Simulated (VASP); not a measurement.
Pb, 1 atom in the cell. It takes space group Fm-3m (No. 225, cubic). The conventional cell has a = 4.508 Å, b = 4.508 Å, c = 4.508 Å, α = 90.00°, β = 90.00°, γ = 90.00°. Pb (site symmetry m-3m) has 12 Pb at 3.19 Å within 4.2 Å. 

- Program: VASP 6.6.1
- Task: single point
- Functional: PBEsol
- Potentials or basis: VASP PAW PBE potentials, release 64 (Pb_d)
- Cutoff: 500 eV
- k mesh: 16 × 16 × 16
- Occupations: gaussian, width 0.1 eV
- Spin: no spin polarisation
- Dipole correction: no
- Further INCAR settings: ALGO = Normal; EDIFF = 1e-06; NBANDS = 13

Potentials or basis: VASP PAW PBE potentials, release 64 (Pb_d).

Launch:

```bash
$ cat potpaw_PBE.64/Pb_d/POTCAR > POTCAR
$ mpirun -np 1 vasp_std > vasp.out
```

Hardware: 1 thread of Intel(R) Xeon(R) Platinum 8488C (Sapphire Rapids) (shared host).

Q: Estimate the wall time of this run.

A: It took 14 s on 1 thread of Intel(R) Xeon(R) Platinum 8488C (Sapphire Rapids), on a shared host, peak memory 0.16 GiB. Counts: scf iterations 11, k points 145.
